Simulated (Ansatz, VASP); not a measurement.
ZrO5 in VASP and in Ansatz

```
CELL_PARAMETERS angstrom
0.00000 2.97216 2.97216
2.97216 0.00000 2.97216
2.97216 2.97216 0.00000
ATOMIC_POSITIONS crystal
Zr 0.00000 0.00000 0.00000
O 0.25000 0.25000 0.25000
O 0.12210 0.62597 0.62597
O 0.62597 0.62597 0.62597
O 0.62597 0.62597 0.12210
O 0.62597 0.12210 0.62597
```

Change from the starting cell: species swapped into the DyCu5 type (F-43m, No. 216).

Alike in both runs: functional PBE; k mesh 6 × 6 × 6; occupations gaussian, width 0.1 eV; no spin polarisation.

Ansatz relaxed the structure, and its values are those at the end. VASP's run is a single point on that final structure, the one shown.

```csv
,VASP,Ansatz
version,VASP 6.6.1,Ansatz 0.2.0
potentials or method,"VASP PAW PBE potentials, release 64 (Zr_sv, O), cutoff 520 eV","scalar-relativistic, plane waves, PAW"
valence electrons in the cell,42,42
```

VASP gave:

* gap on the k mesh at the Fermi level (eV): none
* pressure (GPa): -0.2
* rms of the force components (eV/Å): 0.005

Task: What did Ansatz give for the same quantities?

Result: gap on the k mesh at the Fermi level (eV): none; pressure (GPa): 0.0; rms of the force components (eV/Å): 0.000.

A gap of «none» marks a metal or a gap that the smearing closes. With one functional, cell and mesh, what is left measures potentials, basis and numerics.
